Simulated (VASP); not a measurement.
Here is a VASP 6.6.1 calculation.

Contents of INCAR:

```
SYSTEM = LiH
ALGO = Normal
EDIFF = 1E-7
ENCUT = 520
GGA = PE
ISIF = 2
ISMEAR = 0
LASPH = .TRUE.
LCHARG = .FALSE.
LREAL = Auto
LWAVE = .FALSE.
NBANDS = 30
NELM = 80
PREC = Accurate
SIGMA = 0.05
```

KPOINTS

```
k-points
0
G
  1 1 8
  0 0 0
```

POSCAR

```
LiH
1.0
   13.0000000000      0.0000000000      0.0000000000
    0.0000000000     13.3000000000      0.0000000000
    0.0000000000      0.0000000000      3.7678769030
Li H
8 8
Direct
    0.5116293574      0.5113695982      0.0000000000
    0.4992243314      0.3531610900      0.5000000000
    0.4821123926      0.6556288017      0.5000000000
    0.3497658498      0.4992296328      0.5000000000
    0.6592248502      0.4825323897      0.5000000000
    0.3561977433      0.3594324006      0.0000000000
    0.3439069575      0.6410549306      0.0000000000
    0.6443267284      0.3474413615      0.0000000000
    0.3496571269      0.5001935359      0.0000000000
    0.6633321808      0.4901308870      0.0000000000
    0.3485843375      0.3519864738      0.5000000000
    0.3356693135      0.6468912584      0.5000000000
    0.6502926548      0.3393928737      0.5000000000
    0.5077680991      0.5075931860      0.5000000000
    0.5002103596      0.3530533565      0.0000000000
    0.4898825323      0.6596452609      0.0000000000
```

Potentials or basis: VASP PAW PBE potentials, release 64 (Li_sv, H).

Command:

```console
$ cat potpaw_PBE.64/Li_sv/POTCAR potpaw_PBE.64/H/POTCAR > POTCAR
$ mpirun -np 1 vasp_std > vasp.out
```

**Question.** What does it give for the largest force?

**Answer.** 0.011 eV/Å.

**Question.** Predict the band gap on the k mesh.

**Answer.** 3.01 eV.

Forces on the atoms (eV/Å):
```
Li   0.001  0.003  0.000
Li   0.002 -0.006  0.000
Li   0.004  0.004  0.000
Li  -0.004  0.001  0.000
Li   0.005  0.004  0.000
Li  -0.008 -0.007  0.000
Li  -0.004  0.000  0.000
Li   0.002 -0.004  0.000
H    0.003  0.002  0.000
H   -0.003 -0.003  0.000
H    0.001  0.001  0.000
H    0.004 -0.001  0.000
H   -0.001  0.004  0.000
H    0.000  0.000  0.000
H    0.002  0.003  0.000
H   -0.003 -0.003  0.000
```
